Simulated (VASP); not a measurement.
**B2N3O: relaxation of cell and atoms with PBE**

The system is B2N3O.

```
B N O
1.0
     3.12970    0.00000    0.00000
     0.00000    3.12970    0.00000
     0.00000    0.00000    5.74271
B N O
2 3 1
Cartesian
  0.0000 0.0000 2.0678
  0.0000 0.0000 3.6749
  0.0000 1.5649 4.6402
  1.5649 0.0000 1.1025
  0.0000 0.0000 0.0000
  1.5649 1.5649 0.0000
```

The cell was built from a structure type or drawn by symmetry, and may not be a known phase.

```yaml
Program: VASP 6.6.1
Task: relaxation of cell and atoms
Functional: PBE
Potentials_or_basis: VASP PAW PBE potentials, release 64 (B, N, O)
Cutoff: 600 eV
k_mesh: 6 × 6 × 4
Occupations: gaussian, width 0.1 eV
Spin: no spin polarisation
Dipole_correction: no
Further_INCAR_settings: ALGO = Normal; EDIFF = 1e-06; IBRION = 2; EDIFFG = -0.04; NSW = 90; ISIF = 3
```

- Relaxed volume: 8.59 Å³/atom
- Relaxed cell: a = 2.610 Å, b = 2.610 Å, c = 7.567 Å, α = 90.00°, β = 90.00°, γ = 90.00°
- Space group after relaxing (to 0.1 Å): P-4m2 (No. 115)
- Energy gained by relaxing: 1911.6 meV/atom
- Ionic steps: 47
- Pressure after relaxing: -0.1 GPa
- Largest force after relaxing: 0.037 eV/Å
- Band gap on the k mesh: zero (an odd number of electrons rules out a gap without spin polarisation)

Forces on the atoms (eV/Å):
```
B    0.000  0.000  0.022
B    0.000  0.000 -0.022
N    0.000  0.000  0.037
N    0.000  0.000 -0.037
N    0.000  0.000  0.000
O    0.000  0.000  0.000
```

Stress tensor (GPa, compression positive):
```
-0.32  0.00  0.00
 0.00 -0.32  0.00
 0.00  0.00  0.28
```

Step by step:
```csv
step,energy change (eV),largest force (eV/Å),pressure (GPa),volume (Å³)
1,0.0000,3.8583,-2.07,56.25
3,-7.1041,2.3950,-6.76,52.07
5,-8.1275,6.0888,-4.02,49.67
7,-9.6395,1.8512,-20.43,47.52
9,-10.1868,1.2393,6.48,41.93
11,-10.5791,1.0840,11.09,42.45
13,-10.5865,1.3904,14.88,42.59
15,-10.8178,1.5150,10.47,44.21
17,-10.9561,2.0393,7.19,47.69
19,-11.2945,0.3787,-5.45,49.62
21,-11.3511,0.1585,-3.70,49.13
23,-11.3654,0.2709,-0.62,48.47
25,-11.3698,0.0192,1.25,48.34
27,-11.3799,0.0496,0.33,49.09
29,-11.3904,0.3962,-3.01,52.51
31,-11.3967,0.2897,-1.81,51.37
33,-11.4070,0.3217,-1.63,51.97
35,-11.4118,0.3716,-1.40,52.60
37,-11.4232,0.2816,-0.21,52.14
39,-11.4284,0.1775,1.32,51.55
41,-11.4352,0.3236,-1.08,51.86
43,-11.4453,0.2848,-0.82,51.78
45,-11.4692,0.0519,0.39,51.40
47,-11.4698,0.0372,-0.12,51.56
```

Final structure:
```
B N O
1.0
     2.61047    0.00000    0.00000
     0.00000    2.61047    0.00000
     0.00000    0.00000    7.56662
B N O
2 3 1
Direct
  0.00000 0.00000 0.28608
  0.00000 0.00000 0.71392
  0.00000 0.50000 0.66808
  0.50000 0.00000 0.33192
  0.00000 0.00000 0.00000
  0.50000 0.50000 0.00000
```

Levels at points of the mesh, in eV from the Fermi level:
| k point | band 9 | band 10 | band 11 | band 12 | band 13 | band 14 | band 15 | band 16 | band 17 |
| --- | --- | --- | --- | --- | --- | --- | --- | --- | --- |
| (0.00, 0.00, 0.00) | -4.91 | -4.66 | -1.33 | -1.02 | -1.02 | 1.21 | 4.54 | 4.54 | 4.96 |
| (0.50, 0.00, 0.00) | -2.71 | -2.04 | -1.70 | -1.13 | -0.15 | -0.02 | 0.26 | 1.37 | 4.24 |
| (0.50, 0.50, 0.00) | -2.87 | -2.70 | -2.22 | -1.31 | -0.70 | -0.70 | 0.63 | 0.63 | 5.93 |
| (0.00, 0.00, 0.50) | -4.91 | -3.01 | -2.72 | -1.02 | -1.02 | 1.04 | 4.54 | 4.54 | 5.92 |
| (0.50, 0.00, 0.50) | -2.96 | -2.04 | -1.15 | -0.83 | -0.15 | -0.03 | 0.22 | 1.37 | 3.74 |
| (0.50, 0.50, 0.50) | -3.12 | -2.31 | -2.26 | -1.49 | -0.59 | -0.59 | 0.50 | 0.50 | 5.93 |

Run time: 13 min on 1 thread of Intel(R) Xeon(R) Platinum 8488C (Sapphire Rapids), on a shared host, peak memory 0.21 GiB.

Caveat: a cell axis changed by over 15 % at a fixed basis, so the end point is rough; an odd number of electrons without spin polarisation forces a metal; a magnetic or distorted state may lie lower.
